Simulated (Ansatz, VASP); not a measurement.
Given: the input of a run of VASP 6.6.1 on Sb6Se.

Contents of INCAR:

```
SYSTEM = Sb6Se
PREC     = Accurate       ! precision mode
ENCUT    = 520            ! plane-wave cutoff, eV
EDIFF    = 1E-6           ! SCF threshold, eV
ISMEAR   = -1             ! smearing method
SIGMA    = 0.05           ! smearing width, eV
LREAL    = .False.        ! projectors in reciprocal space
LASPH    = .True.         ! aspherical terms in the spheres
NELM     = 60             ! most SCF steps
ALGO     = Normal         ! electronic algorithm
ISIF     = 2              ! what is computed and relaxed
LWAVE    = .False.        ! write WAVECAR
LCHARG   = .False.        ! write CHGCAR
GGA      = PE             ! functional
NBANDS   = 27             ! bands
```

The input KPOINTS:

```
Automatic mesh
0
Gamma
  4 4 4
  0 0 0
```

POSCAR

```
Sb6Se
1.0
    7.5615429733      0.0000000000      0.0000000000
    0.0000000000      7.5615429733      0.0000000000
    0.0000000000      0.0000000000      7.5615429733
Sb Se
6 1
Direct
    0.2111600000      0.5000000000      0.5000000000
    0.5000000000      0.2111600000      0.5000000000
    0.7888400000      0.5000000000      0.5000000000
    0.5000000000      0.7888400000      0.5000000000
    0.5000000000      0.5000000000      0.2111600000
    0.5000000000      0.5000000000      0.7888400000
    0.0000000000      0.0000000000      0.0000000000
```

Potentials or basis: VASP PAW PBE potentials, release 64 (Sb, Se).

Run with:

```bash
$ cat potpaw_PBE.64/Sb/POTCAR potpaw_PBE.64/Se/POTCAR > POTCAR
$ mpirun -np 1 vasp_std > vasp.out
```

**Question.** Translate it to Ansatz 0.2.0. Potentials there: Ansatz PAW.

**Answer.** As run (the cutoff follows the program's own potentials):

File input.yaml:

```yaml
crystal:
  lattice:
    - [7.5615429733, 0.0, 0.0]
    - [0.0, 7.5615429733, 0.0]
    - [0.0, 0.0, 7.5615429733]
  atoms:
    - { symbol: Sb, position: [0.21116, 0.5, 0.5] }
    - { symbol: Sb, position: [0.5, 0.21116, 0.5] }
    - { symbol: Sb, position: [0.78884, 0.5, 0.5] }
    - { symbol: Sb, position: [0.5, 0.78884, 0.5] }
    - { symbol: Sb, position: [0.5, 0.5, 0.21116] }
    - { symbol: Sb, position: [0.5, 0.5, 0.78884] }
    - { symbol: Se, position: [0.0, 0.0, 0.0] }
hamiltonian:
  xc: pbe
  pseudopotentials: { kind: paw }
kpoints:
  mp_grid: { grid: [4, 4, 4] }
scf:
  occupations: { method: fermi_dirac, width: 0.05 }
output:
  forces: true
  stress: true
  eigenvalues: true
```

Potentials or basis: Ansatz PAW.

Run with:

```console
$ ansatz run input.yaml --threads 4 --pin off --max-ram 10240MiB --backend cpu --events-out ev --progress --plain --runs-dir out
```

Both were run:

|  | VASP | Ansatz | Ansatz less VASP |
| --- | --- | --- | --- |
| gap on the k mesh at the Fermi level (eV) | none | none | - |
| pressure (GPa) | -0.7 | -0.7 | -0.01 |
| rms of the force components (eV/Å) | 0.143 | 0.158 | +0.0155 |

Atom by atom the forces differ by 0.015 eV/Å (rms over components). A gap of «none» marks a metal or a gap that the smearing closes. The functional is the same, so the differences come from potentials, cutoffs and numerics. VASP's potentials hold 36 valence electrons a cell and Ansatz's 106, so a difference there can come from the potentials and not from the codes.

Neither program's run includes spin-orbit coupling.
